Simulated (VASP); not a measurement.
# Si2MoN4 in VASP: single point with PBE+D3(BJ)

Aim: the single point of Si2MoN4 with PBE+D3(BJ).

Program: VASP 6.6.1. These are calculated values, not measurements. Logs are shortened: lines on timing, memory, paths and dates and some standing lists are left out, and cuts for length are marked.

### 1 The cell of the first run

The cell holds a sheet with vacuum, 7 atoms: a = 2.894 Å, b = 2.894 Å, c = 37.800 Å, α = 90.00°, β = 90.00°, γ = 120.00°.

### 2 Single point, PBE+D3(BJ)

INCAR

```
SYSTEM = Si2MoN4
PREC = Accurate
ENCUT = 520
EDIFF = 1E-6
ISMEAR = 0
SIGMA = 0.03
LREAL = .False.
LASPH = .True.
NELM = 120
ALGO = Normal
ISIF = 2
LWAVE = .False.
LCHARG = .False.
LDIPOL = .True.
IDIPOL = 3
DIPOL = 0.5 0.5 0.278
GGA = PE
IVDW = 12
NBANDS = 30
GGA_COMPAT = .False.
NELMDL = -8
```

KPOINTS

```
regular mesh
0
Gamma
  18 18 1
  0 0 0
```

POSCAR

```
Si2MoN4
1.0
    2.8939870007      0.0000000000      0.0000000000
   -1.4469935004      2.5062662609      0.0000000000
    0.0000000000      0.0000000000     37.8000000028
N Si Mo
4 2 1
Direct
    0.3333333333      0.6666666667      0.1853470982
    0.6666666667      0.3333333333      0.2448895117
    0.6666666667      0.3333333333      0.3106660439
    0.3333333333      0.6666666667      0.3702084573
    0.6666666667      0.3333333333      0.1988565556
    0.6666666667      0.3333333333      0.3566989999
    0.0000000000      0.0000000000      0.2777777778
```

Potentials or basis: VASP PAW PBE potentials, release 64 (N, Si, Mo_sv).

On the command line:

```
> cat potpaw_PBE.64/N/POTCAR potpaw_PBE.64/Si/POTCAR potpaw_PBE.64/Mo_sv/POTCAR > POTCAR
> mpirun -np 1 vasp_std > vasp.out
```

OUTCAR:

```text
SYSTEM = Si2MoN4
   PREC = Accurate
   ENCUT = 520
   EDIFF = 1E-6
   ISMEAR = 0
   LREAL = .False.
   LASPH = .True.
   NELM = 120
   ISIF = 2
   GGA = PE
   IVDW = 12
   NELMDL = -8
 IVDW          = 12

 ion  position               nearest neighbor table
   1  0.333  0.667  0.185-   5 1.75   5 1.75   5 1.75
   2  0.667  0.333  0.245-   5 1.74   7 2.08   7 2.08   7 2.08
   3  0.667  0.333  0.311-   6 1.74   7 2.08   7 2.08   7 2.08
   4  0.333  0.667  0.370-   6 1.75   6 1.75   6 1.75
   5  0.667  0.333  0.199-   2 1.74   1 1.75   1 1.75   1 1.75
   6  0.667  0.333  0.357-   3 1.74   4 1.75   4 1.75   4 1.75
   7  0.000  0.000  0.278-   2 2.08   3 2.08   2 2.08   3 2.08   2 2.08   3 2.08

  LATTYP: Found a hexagonal cell.
 ALAT       =     2.8939870007
 C/A-ratio  =    13.0615652364

  Lattice vectors:

 A1 = (   2.8939870007,   0.0000000000,   0.0000000000)
 A2 = (  -1.4469935004,   2.5062662609,   0.0000000000)
 A3 = (   0.0000000000,   0.0000000000,  37.8000000028)

Analysis of symmetry for initial positions (statically):
=====================================================================
 Subroutine PRICEL returns:
 Original cell was already a primitive cell.

 Routine SETGRP: Setting up the symmetry group for a
 hexagonal supercell.

 Subroutine GETGRP returns: Found 12 space group operations
 (whereof  6 operations were pure point group operations)
 out of a pool of 24 trial point group operations.

The static configuration has the point symmetry C_3v.
 The point group associated with its full space group is D_3h.

Analysis of symmetry for dynamics (positions and initial velocities):
=====================================================================
 Subroutine PRICEL returns:
 Original cell was already a primitive cell.

 Routine SETGRP: Setting up the symmetry group for a
 hexagonal supercell.

 Subroutine GETGRP returns: Found 12 space group operations
 (whereof  6 operations were pure point group operations)
 out of a pool of 24 trial point group operations.

The dynamic configuration has the point symmetry C_3v.
 The point group associated with its full space group is D_3h.

 Subroutine INISYM returns: Found 12 space group operations
 (whereof  6 operations are pure point group operations),
 and found     1 'primitive' translations

----------------------------------------------------------------------------------------

                                     Primitive cell
[... 111 lines left out ...]
   PSTRESS=    0.0 pullay stress
   NELECT =      42.0000    total number of electrons
   NUPDOWN=      -1.0000    fix difference up-down
   EMIN   =  10.00;   EMAX   =-10.00  energy-range for DOS
   EFERMI =   0.00;   METHOD = LEGACY
   ISMEAR =     0;   SIGMA  =   0.03  broadening in eV -4-tet -1-fermi 0-gaus
   EFERMI_NEDOS =   21; number of points for ismear=-14 and -15
   IALGO  =     38    algorithm
   IMIX   =      4    mixing-type and parameters
     AMIX     =   0.40;   BMIX     =  1.00
     AMIX_MAG =   1.60;   BMIX_MAG =  1.00
  volume/ion in A,a.u.               =      39.17       264.31
  Fermi-wavevector in a.u.,A,eV,Ry     =   0.875964  1.655331 10.439917  0.767312
  Thomas-Fermi vector in A             =   1.995708
   LORBIT       =      0    0 simple, 1 ext, 2 COOP (PROOUT), +10 PAW based schemes
   GGA     = PE    functional components
   LHFCALC =     F    Hartree Fock is set to
   AEXX    =    0.0000 exact exchange contribution
   IVDW    =    12    specifies the selected vdW correction
   LEPSILON=     F    determine dielectric tensor
   LRPA    =     F    only Hartree local field effects (RPA)
 non-spin polarized calculation
 Gauss-broadening in eV      SIGMA  =   0.03
  energy-cutoff  :      520.00
  volume of cell :      274.17
 maximum number of plane-waves:      7497
 NGX is ok and might be reduce to    24
   NGX = 11   NGY = 11   NGZ =141

 number of electron      41.9999996 magnetization

 dipolmoment           0.000000      0.000000      0.000000 electrons x Angstroem

 Free energy of the ion-electron system (eV)
  ---------------------------------------------------
  ext. energy  EPLUGINS =         0.00000000
  ---------------------------------------------------
  free energy    TOTEN  =       -61.72047615 eV

  energy without entropy =      -61.72047615  energy(sigma->0) =      -61.72047615

 E-fermi :  -1.4150     XC(G=0):  -3.3264

 val. band max:       -1.7027339925   @ k =   0.0000   0.0000   0.0000
 cond. band min:       0.0819687675   @ k =   0.3333   0.3333   0.0000
 fundamental gap:      1.7847027600
 Fermi energy:        -1.4150007081

 k-point     1 :       0.0000    0.0000    0.0000
  band No.  band energies     occupation
      1     -63.0672      2.00000
      2     -37.1927      2.00000
      3     -36.7662      2.00000
      4     -36.7662      2.00000
      5     -20.5250      2.00000
      6     -20.4226      2.00000
[... 781 lines left out ...]
     29       6.0410      0.00000
     30       6.8880      0.00000

 [... further k-points ...]

------------------------ aborting loop because EDIFF is reached ----------------------------------------

 vacuum level on the upper side and lower side of the slab       (xc-potential included)        -0.007        -0.007

 Edisp (eV)   -1.85076

 E8    (eV) :    -0.7292

  FORCE on cell =-STRESS in cart. coord.  units (eV):
  Direction    XX          YY          ZZ          XY          YZ          ZX
  --------------------------------------------------------------------------------------
  -------------------------------------------------------------------------------------
  Total       0.02520     0.02520    -0.00466    -0.00000     0.00000     0.00000
  in kB       0.14728     0.14728    -0.02722    -0.00000     0.00000     0.00000
  external pressure =        0.09 kB  Pullay stress =        0.00 kB

 VOLUME and BASIS-vectors are now :
 -----------------------------------------------------------------------------
  energy-cutoff  :      520.00
  volume of cell :      274.17
      direct lattice vectors                 reciprocal lattice vectors
     2.893987001  0.000000000  0.000000000     0.345544054  0.199499953  0.000000000
    -1.446993500  2.506266261  0.000000000     0.000000000  0.398999905  0.000000000
     0.000000000  0.000000000 37.800000003     0.000000000  0.000000000  0.026455026

 POSITION                                       TOTAL-FORCE (eV/Angst)
 -----------------------------------------------------------------------------------
     -0.00000      1.67084      7.00612         0.000000     -0.000000      0.014711
      1.44699      0.83542      9.25682        -0.000000     -0.000000     -0.038260
      1.44699      0.83542     11.74318        -0.000000      0.000000      0.038260
     -0.00000      1.67084     13.99388        -0.000000     -0.000000     -0.014711
      1.44699      0.83542      7.51678         0.000000      0.000000     -0.012097
      1.44699      0.83542     13.48322         0.000000      0.000000      0.012097
      0.00000      0.00000     10.50000         0.000000      0.000000      0.000000
 -----------------------------------------------------------------------------------
    total drift:                                0.000000     -0.000000      0.000006

  FREE ENERGIE OF THE ION-ELECTRON SYSTEM (eV)
  ---------------------------------------------------
  free  energy   TOTEN  =       -63.5712393284 eV

  energy  without entropy=      -63.5712393284  energy(sigma->0) =      -63.57123933

 vacuum level on the upper side and lower side of the slab         3.678         3.678
```

stdout:

```text
POSCAR found type information on POSCAR N SiMo
 POSCAR found :  3 types and       7 ions
 scaLAPACK will be used
 LDA part: xc-table for (Slater+PW92), standard interpolation
 POSCAR, INCAR and KPOINTS ok, starting setup
 FFT: planning ... GRIDC
 FFT: planning ... GRID_SOFT
 FFT: planning ... GRID
 WAVECAR not read
 entering main loop
```

It took 9 min on 1 thread of Oxide Virtual Turin-like, shared host; peak memory 0.55 GiB.

What came out:

| Property | Result |
| --- | --- |
| Free energy | -63.5712 eV |
| Largest force | 0.038 eV/Å |
| Band gap on the k mesh | 1.78 eV (least direct gap 2.10 eV) |
| Dispersion energy per atom | -0.264 eV |

Forces on the atoms (eV/Å):
```
N    0.000  0.000  0.015
N    0.000  0.000 -0.038
N    0.000  0.000  0.038
N    0.000  0.000 -0.015
Si   0.000  0.000 -0.012
Si   0.000  0.000  0.012
Mo   0.000  0.000  0.000
```
